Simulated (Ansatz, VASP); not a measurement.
## One calculation of YAlC4N4, two programs

```xyz
10
Lattice="7.8341 0.0000 0.0000 0.0000 7.8341 0.0000 0.0000 0.0000 3.5771" Properties=species:S:1:pos:R:3 pbc="T T T"
Y     3.9171    3.9171    0.0000
Al    0.0000    0.0000    0.0000
C     1.4200    6.4142    0.0000
C     6.4142    1.4200    0.0000
C     1.4200    1.4200    0.0000
C     6.4142    6.4142    0.0000
N     2.2473    5.5868    0.0000
N     5.5868    2.2473    0.0000
N     2.2473    2.2473    0.0000
N     5.5868    5.5868    0.0000
```

Alike in both runs: functional PBE; k mesh 2 × 2 × 6; occupations gaussian, width 0.1 eV; no spin polarisation.

Ansatz relaxed the structure, and its values are those at the end. VASP's run is a single point on that final structure, the one shown.

```csv
,VASP,Ansatz
version,VASP 6.6.1,Ansatz 0.2.0
potentials or method,"VASP PAW PBE potentials, release 64 (Y_sv, Al, C, N), cutoff 520 eV","scalar-relativistic, plane waves, PAW"
valence electrons in the cell,50,50
```

|  | VASP | Ansatz | Ansatz less VASP |
| --- | --- | --- | --- |
| gap on the k mesh at the Fermi level (eV) | 0.23 | 0.23 | -0.002 |
| least direct gap on the mesh (eV) | 0.31 | 0.31 | +0.001 |
| pressure (GPa) | 0.4 | 0.1 | -0.32 |
| rms of the force components (eV/Å) | 0.212 | 0.009 | -0.2037 |

One of these differences is far larger than is usual between the two programs; its cause wasn't traced.

Noted on VASP's run: the standard files for N, O and F lose accuracy on very short bonds.
